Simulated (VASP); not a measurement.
Write the native input for VASP 6.6.1 that does the following.

| Property | Result |
| --- | --- |
| Task | single point |
| Functional | PBE |
| Potentials or basis | VASP PAW PBE potentials, release 64 (Ga_d, Cu_sv_GW, C, N) |
| Cutoff | 820 eV |
| k mesh | 4 × 4 × 4 |
| Occupations | gaussian, width 0.02 eV |
| Spin | no spin polarisation |
| Dipole correction | no |
| Further INCAR settings | ALGO = Normal; EDIFF = 1e-06; NBANDS = 45 |

The structure of GaCuC4N4 lies in POSCAR:

```
GaCuC4N4
1.0
    5.7513983840      0.0000000000      0.0000000000
    0.0000000000      5.7513983840      0.0000000000
    0.0000000000      0.0000000000      5.7513983840
Ga Cu C N
1 1 4 4
Direct
    0.5000000000      0.5000000000      0.5000000000
    0.0000000000      0.0000000000      0.0000000000
    0.1931152720      0.1931152720      0.1931152720
    0.1931152720      0.8068847280      0.8068847280
    0.8068847280      0.1931152720      0.8068847280
    0.8068847280      0.8068847280      0.1931152720
    0.3108832560      0.3108832560      0.3108832560
    0.3108832560      0.6891167440      0.6891167440
    0.6891167440      0.3108832560      0.6891167440
    0.6891167440      0.6891167440      0.3108832560
```

These files were run (other wordings do the same):

INCAR

```
PREC = Accurate ; ENCUT = 820
EDIFF = 1E-6 ; ISMEAR = 0
SIGMA = 0.02 ; LREAL = False
LASPH = True ; NELM = 120
ALGO = Normal ; ISIF = 2
LWAVE = False ; LCHARG = True
GGA = PE ; LELF = True
LVHAR = True ; NBANDS = 45
GGA_COMPAT = False
```

KPOINTS

```
regular mesh
0
Gamma
  4 4 4
```

Potentials or basis: VASP PAW PBE potentials, release 64 (Ga_d, Cu_sv_GW, C, N).

Run with:

```bash
$ cat potpaw_PBE.64/Ga_d/POTCAR potpaw_PBE.64/Cu_sv_GW/POTCAR potpaw_PBE.64/C/POTCAR potpaw_PBE.64/N/POTCAR > POTCAR
$ mpirun -np 1 vasp_std > vasp.out
```

It gave:

- Pressure: 0.2 GPa
- Largest force: 0.369 eV/Å
- Band gap on the k mesh: 4.02 eV (least direct gap 4.11 eV)

It took 4.6 min on 1 thread of AMD EPYC 7R43 64-Core Processor (Zen 3) (shared host), peak memory 0.48 GiB.
